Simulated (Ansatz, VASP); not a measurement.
One calculation of Sb, two programs

```xyz
1
Lattice="-0.0461 2.2820 2.2820 2.2820 -0.0461 2.2820 2.2820 2.2820 -0.0461" Properties=species:S:1:pos:R:3 pbc="T T T"
Sb    0.0000    0.0000    0.0000
```

Change from the starting cell: equal xy, yz and zx shear strains of -2 %, crystal datasets.

Alike in both runs: task electric field gradients; functional PBEsol; k mesh 14 × 14 × 14; occupations fermi-dirac, width 0.03 eV; no spin polarisation.

|  | VASP | Ansatz |
| --- | --- | --- |
| version | VASP 6.6.1 | Ansatz 0.2.0 |
| potentials or method | VASP PAW PBE potentials, release 64 (Sb), cutoff 520 eV | all-electron PAW with datasets made for the crystal, scalar-relativistic |

```csv
,VASP,Ansatz,Ansatz less VASP
pressure (GPa),5.2,5.2,-0.03
"traceless stress, the component that is largest in VASP (GPa)",-0.25,-0.26,-0.006
size of Vzz on the site where it differs most (V/Å²),14.0,14.8,+0.88
```

VASP's potentials were made for PBE, not for PBEsol. Ansatz ran all-electron here, and VASP with PAW potentials.

Neither program's run includes spin-orbit coupling.
